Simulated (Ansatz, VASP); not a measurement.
BAs: VASP beside Ansatz

```
As B
1.0
     0.00000    2.43535    2.43535
     2.43535    0.00000    2.43535
     2.43535    2.43535    0.00000
As B
1 1
Direct
  0.75000 0.75000 0.75000
  0.00000 0.00000 0.00000
```

Alike in both runs: task single point; functional RPBE; dispersion D4; k mesh 10 × 10 × 10; occupations fermi-dirac, width 0.05 eV; no spin polarisation.

|  | VASP | Ansatz |
| --- | --- | --- |
| version | VASP 6.6.1 | Ansatz 0.2.0 |
| potentials or method | VASP PAW PBE potentials, release 64 (As, B) | Ansatz PAW |
| plane-wave cutoff (eV) | 520 | 420 |
| valence electrons in the cell | 8 | 18 |

Ansatz gave:

```
gap on the k mesh at the Fermi level (eV) : 1.28
least direct gap on the mesh (eV)         : 3.21
pressure (GPa)                            : -11.0
```

Q: Which values does VASP return?

A: gap on the k mesh at the Fermi level (eV): 1.27; least direct gap on the mesh (eV): 3.21; pressure (GPa): -10.6.

VASP's potentials were made for PBE, not for RPBE. VASP's potentials hold 8 valence electrons a cell and Ansatz's 18, so a difference there can come from the potentials and not from the codes.
